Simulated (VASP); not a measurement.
# TaN (P4/nmm) in VASP: a series of runs, part 2 of 2

VASP 6.6.1. Earlier steps stand in the parts before.

### 3 Single point, PBE

Contents of INCAR:

```
SYSTEM = TaN
PREC     = Accurate       ! precision mode
ENCUT    = 520            ! plane-wave cutoff, eV
EDIFF    = 1E-6           ! SCF threshold, eV
ISMEAR   = -1             ! smearing method
SIGMA    = 0.05           ! smearing width, eV
LREAL    = .False.        ! projectors in reciprocal space
LASPH    = .True.         ! aspherical terms in the spheres
NELM     = 60             ! most SCF steps
ALGO     = Normal         ! electronic algorithm
ISIF     = 2              ! what is computed and relaxed
LWAVE    = .False.        ! write WAVECAR
LCHARG   = .True.         ! write CHGCAR
GGA      = PE             ! functional
LELF     = .True.         ! ELF
LVHAR    = .True.       
NBANDS   = 24             ! bands
```

Contents of KPOINTS:

```
Automatic mesh
0
Gamma
  8 8 6
  0 0 0
```

Contents of POSCAR:

```
TaN
1.0
    3.3991219400      0.0000000000      0.0000000000
    0.0000000000      3.3991219400      0.0000000000
    0.0000000000      0.0000000000      4.9769636900
Ta N
2 2
Direct
    0.0000000000      0.0000000000      0.0000000000
    0.5000000000      0.5000000000      0.0000000000
    0.5000000000      0.0000000000      0.2670000000
    0.0000000000      0.5000000000      0.7330000000
```

Potentials or basis: VASP PAW PBE potentials, release 64 (Ta_pv, N).

The run is started by

```bash
cat potpaw_PBE.64/Ta_pv/POTCAR potpaw_PBE.64/N/POTCAR > POTCAR
mpirun -np 1 vasp_std > vasp.out
```

OUTCAR:

```text
SYSTEM = TaN
   PREC = Accurate
   ENCUT = 520
   EDIFF = 1E-6
   ISMEAR = -1
   LREAL = .False.
   LASPH = .True.
   NELM = 60
   ISIF = 2
   GGA = PE

 ion  position               nearest neighbor table
   1  0.000  0.000  0.000-   3 2.16   4 2.16   4 2.16   3 2.16   2 2.40   2 2.40   2 2.40   2 2.40

   2  0.500  0.500  0.000-   3 2.16   4 2.16   3 2.16   4 2.16   1 2.40   1 2.40   1 2.40   1 2.40

   3  0.500  0.000  0.267-   1 2.16   2 2.16   2 2.16   1 2.16
   4  0.000  0.500  0.733-   1 2.16   2 2.16   1 2.16   2 2.16

  LATTYP: Found a simple tetragonal cell.
 ALAT       =     3.3991219400
 C/A-ratio  =     1.4641909816

  Lattice vectors:

 A1 = (   3.3991219400,   0.0000000000,   0.0000000000)
 A2 = (   0.0000000000,   3.3991219400,   0.0000000000)
 A3 = (   0.0000000000,   0.0000000000,   4.9769636900)

Analysis of symmetry for initial positions (statically):
=====================================================================
 Subroutine PRICEL returns:
 Original cell was already a primitive cell.

 Routine SETGRP: Setting up the symmetry group for a
 simple tetragonal supercell.

 Subroutine GETGRP returns: Found 16 space group operations
 (whereof  8 operations were pure point group operations)
 out of a pool of 16 trial point group operations.

The static configuration has the point symmetry D_2d.
 The point group associated with its full space group is D_4h.

Analysis of symmetry for dynamics (positions and initial velocities):
=====================================================================
 Subroutine PRICEL returns:
 Original cell was already a primitive cell.

 Routine SETGRP: Setting up the symmetry group for a
 simple tetragonal supercell.

 Subroutine GETGRP returns: Found 16 space group operations
 (whereof  8 operations were pure point group operations)
 out of a pool of 16 trial point group operations.

The dynamic configuration has the point symmetry D_2d.
[... 116 lines left out ...]
   NUPDOWN=      -1.0000    fix difference up-down
   EMIN   =  10.00;   EMAX   =-10.00  energy-range for DOS
   EFERMI =   0.00;   METHOD = LEGACY
   ISMEAR =    -1;   SIGMA  =   0.05  broadening in eV -4-tet -1-fermi 0-gaus
   EFERMI_NEDOS =   21; number of points for ismear=-14 and -15
   IALGO  =     38    algorithm
   IMIX   =      4    mixing-type and parameters
     AMIX     =   0.40;   BMIX     =  1.00
     AMIX_MAG =   1.60;   BMIX_MAG =  1.00
  volume/ion in A,a.u.               =      14.38        97.01
  Fermi-wavevector in a.u.,A,eV,Ry     =   1.346559  2.544628 24.670385  1.813222
  Thomas-Fermi vector in A             =   2.474381
   LORBIT       =      0    0 simple, 1 ext, 2 COOP (PROOUT), +10 PAW based schemes
   GGA     = PE    functional components
   LHFCALC =     F    Hartree Fock is set to
   AEXX    =    0.0000 exact exchange contribution
   IVDW    =     0    specifies the selected vdW correction
   LEPSILON=     F    determine dielectric tensor
   LRPA    =     F    only Hartree local field effects (RPA)
 non-spin polarized calculation
  energy-cutoff  :      520.00
  volume of cell :       57.50
 maximum number of plane-waves:      1570
 NGX is ok and might be reduce to    28
   NGX = 13   NGY = 13   NGZ = 19

 number of electron      32.0000000 magnetization

 Free energy of the ion-electron system (eV)
  ---------------------------------------------------
  ext. energy  EPLUGINS =         0.00000000
  ---------------------------------------------------
  free energy    TOTEN  =       -36.03507801 eV

  energy without entropy =      -36.01274967  energy(sigma->0) =      -36.02391384

 E-fermi :   3.7273     XC(G=0): -11.0620

 val. band max:        3.7240296507   @ k =   0.5000   0.0000   0.0000
 cond. band min:       3.7358899816   @ k =   0.5000   0.5000   0.0000
 fundamental gap:      0.0118603308
 Fermi energy:         3.7272600300

 k-point     1 :       0.0000    0.0000    0.0000
  band No.  band energies     occupation
      1     -31.8401      2.00000
      2     -31.8401      2.00000
      3     -30.7892      2.00000
      4     -29.7729      2.00000
      5     -28.9442      2.00000
      6     -28.9442      2.00000
[... 637 lines left out ...]
     23      10.2057      0.00000
     24      10.2057      0.00000

 [... further k-points ...]
[... 5 lines left out ...]
  --------------------------------------------------------------------------------------
  -------------------------------------------------------------------------------------
  Total       24.2180142     24.2180142     -6.4584860      0.0000000     -0.0000000      0.0000000
  in kB      674.7628295    674.7628295   -179.9464747      0.0000000     -0.0000000      0.0000000
  external PRESSURE =     389.8597281 kB  Pullay stress =       0.0000000 kB

 VOLUME and BASIS-vectors are now :
 -----------------------------------------------------------------------------
  energy-cutoff  :      520.00
  volume of cell :       57.50
      direct lattice vectors                 reciprocal lattice vectors
     3.399121940  0.000000000  0.000000000     0.294193623  0.000000000  0.000000000
     0.000000000  3.399121940  0.000000000     0.000000000  0.294193623  0.000000000
     0.000000000  0.000000000  4.976963690     0.000000000  0.000000000  0.200925717

 POSITION                                       TOTAL-FORCE (eV/Angst)
 -----------------------------------------------------------------------------------
      0.00000      0.00000      0.00000         0.000000      0.000000      0.000000
      1.69956      1.69956      0.00000         0.000000     -0.000000      0.000000
      1.69956      0.00000      1.32885         0.000000      0.000000     -2.594398
      0.00000      1.69956      3.64811         0.000000     -0.000000      2.594398
 -----------------------------------------------------------------------------------
    total drift:                                0.000000      0.000000     -0.000000

  FREE ENERGIE OF THE ION-ELECTRON SYSTEM (eV)
  ---------------------------------------------------
  free  energy   TOTEN  =       -36.0350780096 eV

  energy  without entropy=      -36.0127496651  energy(sigma->0) =      -36.02391384
```

stdout:

```text
POSCAR found type information on POSCAR TaN
 POSCAR found :  2 types and       4 ions
 scaLAPACK will be used
 LDA part: xc-table for (Slater+PW92), standard interpolation
 POSCAR, INCAR and KPOINTS ok, starting setup
 FFT: planning ... GRIDC
 FFT: planning ... GRID_SOFT
 FFT: planning ... GRID
 WAVECAR not read
 entering main loop
```

It took 33 s on 1 thread of Intel Xeon 6975P-C (Granite Rapids), shared host; peak memory 0.21 GiB.

What came out:

| Item | Value |
| --- | --- |
| Free energy | -36.0351 eV |
| Pressure | 39.0 GPa |
| Largest force | 2.594 eV/Å |
| Band gap on the k mesh | zero (band 16 reaches 5.10 eV, above the bottom of band 17 at 3.04 eV) |

Forces in eV/Å, atoms in the order of the input:
```
Ta   0.000  0.000  0.000
Ta   0.000  0.000  0.000
N    0.000  0.000 -2.594
N    0.000  0.000  2.594
```

Levels at points of the mesh, in eV from the Fermi level:
| k point | band 14 | band 15 | band 16 | band 17 | band 18 | band 19 |
| --- | --- | --- | --- | --- | --- | --- |
| (0.00, 0.00, 0.00) | -2.09 | -2.09 | 0.53 | 1.52 | 2.17 | 3.58 |
| (0.50, 0.00, 0.00) | -3.20 | 0.00 | 0.00 | 1.41 | 1.41 | 2.64 |
| (0.50, 0.50, 0.00) | -2.33 | -1.65 | -1.65 | 0.01 | 0.01 | 3.70 |
| (0.00, 0.00, 0.50) | -1.82 | -1.82 | 1.37 | 1.45 | 2.34 | 3.97 |
| (0.50, 0.00, 0.50) | -3.45 | 0.17 | 0.17 | 1.41 | 1.41 | 2.58 |
| (0.50, 0.50, 0.50) | -2.31 | -1.28 | -1.28 | -0.65 | -0.65 | 3.28 |

Caveat: spin-orbit coupling is left out, which moves the levels of the heavy elements; forces of over 1 eV/Å act on the atoms, so gaps and moduli don't describe the material at rest.

### 4 Single point, PBE

This run uses another cell than the first one, of 14.66 Å³/atom, 1.020 times its volume.

Contents of INCAR:

```
ALGO     = Normal         # electronic algorithm
EDIFF    = 1E-7           # SCF threshold, eV
ENCUT    = 520            # plane-wave cutoff, eV
GGA      = PE             # functional
ISIF     = 2              # what is computed and relaxed
ISMEAR   = -1             # smearing method
LASPH    = True           # aspherical terms in the spheres
LCHARG   = False          # write CHGCAR
LREAL    = False          # projectors in reciprocal space
LWAVE    = False          # write WAVECAR
NBANDS   = 24             # bands
NELM     = 60             # most SCF steps
PREC     = Accurate       # precision mode
SIGMA    = 0.05           # smearing width, eV
```

Contents of KPOINTS:

```
k-points
0
Gamma
  8 8 6
```

Contents of POSCAR:

```
TaN
1.0
    3.4216333374      0.0000000000      0.0000000000
    0.0000000000      3.4216333374      0.0000000000
    0.0000000000      0.0000000000      5.0099246750
Ta N
2 2
Direct
    0.0000000000      0.0000000000      0.0000000000
    0.5000000000      0.5000000000      0.0000000000
    0.5000000000      0.0000000000      0.2670000000
    0.0000000000      0.5000000000      0.7330000000
```

The run is started by

```bash
cat potpaw_PBE.64/Ta_pv/POTCAR potpaw_PBE.64/N/POTCAR > POTCAR
mpirun -np 1 vasp_std > vasp.out
```

Run time: 32 s. Hardware: 1 thread of Intel Xeon 6975P-C (Granite Rapids), shared host; peak memory 0.21 GiB.

Results (log left out):

```yaml
Free_energy: -36.2947 eV
Pressure: 33.3 GPa
Largest_force: 2.950 eV/Å
Band_gap_on_the_k_mesh: zero (band 16 reaches 4.92 eV, above the bottom of band 17 at 2.89 eV)
```

Forces in eV/Å, atoms in the order of the input:
```
Ta   0.000  0.000  0.000
Ta   0.000  0.000  0.000
N    0.000  0.000 -2.950
N    0.000  0.000  2.950
```

Stress tensor (GPa, compression positive):
```
 60.13   0.00   0.00
  0.00  60.13   0.00
  0.00   0.00 -20.50
```

Levels at points of the mesh, in eV from the Fermi level:
```
           k point  band 14  band 15  band 16  band 17  band 18  band 19
(0.00, 0.00, 0.00)    -2.06    -2.06     0.52     1.49     2.10     3.52
(0.50, 0.00, 0.00)    -3.19     0.02     0.02     1.35     1.35     2.58
(0.50, 0.50, 0.00)    -2.30    -1.60    -1.60    -0.02    -0.02     3.65
(0.00, 0.00, 0.50)    -1.80    -1.80     1.34     1.42     2.30     3.89
(0.50, 0.00, 0.50)    -3.39     0.19     0.19     1.35     1.35     2.52
(0.50, 0.50, 0.50)    -2.28    -1.24    -1.24    -0.66    -0.66     3.24
```

Caveat: spin-orbit coupling is left out, which moves the levels of the heavy elements; forces of over 1 eV/Å act on the atoms, so gaps and moduli don't describe the material at rest.
